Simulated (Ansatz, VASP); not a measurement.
## Two plane-wave programs on InAs

```
In As
1.0
     0.00000    3.04106    3.04106
     3.04106    0.00000    3.04106
     3.04106    3.04106    0.00000
In As
1 1
Cartesian
  0.0000 0.0000 0.0000
  1.5205 1.5205 1.5205
```

Alike in both runs: functional r2SCAN; dispersion rVV10; k mesh 10 × 10 × 10; occupations gaussian, width 0.01 eV; no spin polarisation.

Ansatz relaxed the structure, and its values are those at the end. VASP's run is a single point on that final structure, the one shown.

|  | VASP | Ansatz |
| --- | --- | --- |
| version | VASP 6.6.1 | Ansatz 0.2.0 |
| potentials or method | VASP PAW PBE potentials, release 64 (In_d, As), cutoff 520 eV | scalar-relativistic, plane waves, PAW |
| valence electrons in the cell | 18 | 28 |

```csv
,VASP,Ansatz,Ansatz less VASP
gap on the k mesh at the Fermi level (eV),0.13,0.13,0.000
least direct gap on the mesh (eV),0.13,0.13,0.000
pressure (GPa),0.1,0.0,-0.13
```

VASP's potentials were made for PBE, not for r2SCAN. VASP's potentials hold 18 valence electrons a cell and Ansatz's 28, so a difference there can come from the potentials and not from the codes.
